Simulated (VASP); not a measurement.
Runs of VASP 6.6.1 on Al2Cu. The structure is that of space group P4/mmm (No. 123), or close to it. The cells are those of the table. 

| task | cell | k mesh | cutoff (eV) | smearing | gap on the mesh (eV) | pressure (GPa) |
| --- | --- | --- | --- | --- | --- | --- |
| single point | a = 4.043, b = 4.043, c = 2.822 Å, 3 atoms | 10 × 10 × 14 | 520 | gaussian 0.1 eV | none | 0.2 |
| single point | a = 4.043, b = 4.043, c = 2.822 Å, 3 atoms | 12 × 12 × 16 | 520 | gaussian 0.15 eV | none | 0.0 |
| relaxation of cell and atoms | relaxed from a = 4.105, b = 4.105, c = 2.891 Å, 3 atoms | 10 × 10 × 14 | 600 | gaussian 0.1 eV | none | 0.0 |
| single point | a = 4.043, b = 4.043, c = 2.822 Å, 3 atoms | 14 × 14 × 18 | 520 | gaussian 0.15 eV | none | (a) |

Alike in all rows: level LDA; potentials or basis VASP PAW LDA potentials, release 64 (Al, Cu); no spin polarisation.

Task: Estimate the missing entries.

Result: (a) 0.3.

A gap of «none» marks levels without a gap at the run's occupations.
